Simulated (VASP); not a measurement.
Here is a VASP 6.6.1 calculation.

File INCAR:

```
SYSTEM = As
PREC = Accurate ; ENCUT = 520
EDIFF = 1E-6 ; ISMEAR = 0
SIGMA = 0.02 ; LREAL = .FALSE.
LASPH = .TRUE. ; NELM = 60
ALGO = Normal ; ISIF = 2
LWAVE = .FALSE. ; LCHARG = .TRUE.
LDIPOL = .TRUE. ; IDIPOL = 3
DIPOL = 0.5 0.5 0.500 ; GGA = PE
LELF = .TRUE. ; LVHAR = .TRUE.
LVACPOTAV = .TRUE. ; NBANDS = 12
```

The input KPOINTS:

```
regular mesh
0
G
  9 9 1
  0 0 0
```

File POSCAR:

```
As
1.0
    3.6700000000      0.0000000000      0.0000000000
   -1.8350000000      3.1783132319      0.0000000000
    0.0000000000      0.0000000000     28.0000000000
As
2
Direct
    0.3333333333      0.6666666667      0.5159642857
    0.6666666667      0.3333333333      0.4840357143
```

Potentials or basis: VASP PAW PBE potentials, release 64 (As).

Command:

```sh
$ cat potpaw_PBE.64/As/POTCAR > POTCAR
$ mpirun -np 1 vasp_std > vasp.out
```

What does it give for the largest force?

4.276 eV/Å.

Predict the band gap on the k mesh.

zero (band 5 reaches -3.10 eV, above the bottom of band 6 at -3.29 eV).

Forces on the atoms (eV/Å):
```
As   0.000  0.000  4.276
As   0.000  0.000 -4.276
```
